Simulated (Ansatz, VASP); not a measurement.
**ZrNb2N4 in VASP and in Ansatz**

INCAR

```
SYSTEM = ZrNb2N4
  ALGO = Normal
  EDIFF = 1E-6
  EDIFFG = -0.025
  ENCUT = 600
  GGA = PE
  IBRION = 2
  ISIF = 3
  ISMEAR = 0
  LASPH = .TRUE.
  LCHARG = .FALSE.
  LREAL = .FALSE.
  LWAVE = .FALSE.
  NELM = 60
  NSW = 80
  PREC = Accurate
  SIGMA = 0.2
```

File KPOINTS:

```
k-points
0
G
  8 4 4
  0 0 0
```

Contents of POSCAR:

```
ZrNb2N4
1.0
    0.0181561096     -3.0882396840     -0.0822272699
   -5.0790068538      0.0302423429      0.0204626151
    1.6564828107     -0.1471884408     -5.2860694456
Zr Nb N
1 2 4
Direct
    0.4636723066      1.0489415960      0.5614164038
    1.0592766986      1.0414684868      0.9667504867
    0.5349767492      0.5172188424     -0.0034459665
    0.4737155033      0.1710159026      0.1779165452
    0.9769996303      0.7358556420      0.2528280815
    0.9614534466      0.2577375486      0.7451879839
    0.5299056655      0.7277619817      0.7993464654
```

Input for Ansatz:

```yaml
crystal:
  lattice:
    - [0.0181561096, -3.088239684, -0.0822272699]
    - [-5.0790068538, 0.0302423429, 0.0204626151]
    - [1.6564828107, -0.1471884408, -5.2860694456]
  atoms:
    - { symbol: Zr, position: [0.4636723066, 1.048941596, 0.5614164038] }
    - { symbol: Nb, position: [1.0592766986, 1.0414684868, 0.9667504867] }
    - { symbol: Nb, position: [0.5349767492, 0.5172188424, -0.0034459665] }
    - { symbol: "N", position: [0.4737155033, 0.1710159026, 0.1779165452] }
    - { symbol: "N", position: [0.9769996303, 0.735855642, 0.2528280815] }
    - { symbol: "N", position: [0.9614534466, 0.2577375486, 0.7451879839] }
    - { symbol: "N", position: [0.5299056655, 0.7277619817, 0.7993464654] }
basis:
  ecutwfc: 420
kpoints:
  mp_grid: { grid: [8, 4, 4] }
hamiltonian:
  xc: pbe
scf:
  occupations: { method: gaussian, width: 0.2 }
  lower_state_search: "off"
output:
  forces: true
  stress: true
  eigenvalues: true
relax:
  adjacent_minimum: "off"
  f_tol: 0.025
  max_steps: 60
  cell: { stress_tol: 0.25 }
```

Change from the starting cell: cell x1, atoms moved at random (sigma 0.15 Å) and cell strained at random (1.5 %), then relaxed without symmetry.

Alike in both runs: task relaxation of cell and atoms; functional PBE; k mesh 8 × 4 × 4; occupations gaussian, width 0.2 eV; no spin polarisation.

```csv
,VASP,Ansatz
version,VASP 6.6.1,Ansatz 0.2.0
potentials or method,"VASP PAW PBE potentials, release 64 (Zr_sv, Nb_sv, N), cutoff 600 eV","scalar-relativistic, plane waves, PAW"
valence electrons in the cell,58,58
```

Ansatz gave:

| Item | Value |
| --- | --- |
| gap on the k mesh at the Fermi level, each at its own relaxed structure (eV) | none |
| relaxed volume (Å³/atom) | 12.34 |
| relaxed cell length with the largest relative difference (Å) | 5.262 |

Question: Estimate VASP's values.

Answer: gap on the k mesh at the Fermi level, each at its own relaxed structure (eV): none; relaxed volume (Å³/atom): 12.32; relaxed cell length with the largest relative difference (Å): 5.259.

A gap of «none» marks a metal or a gap that the smearing closes.
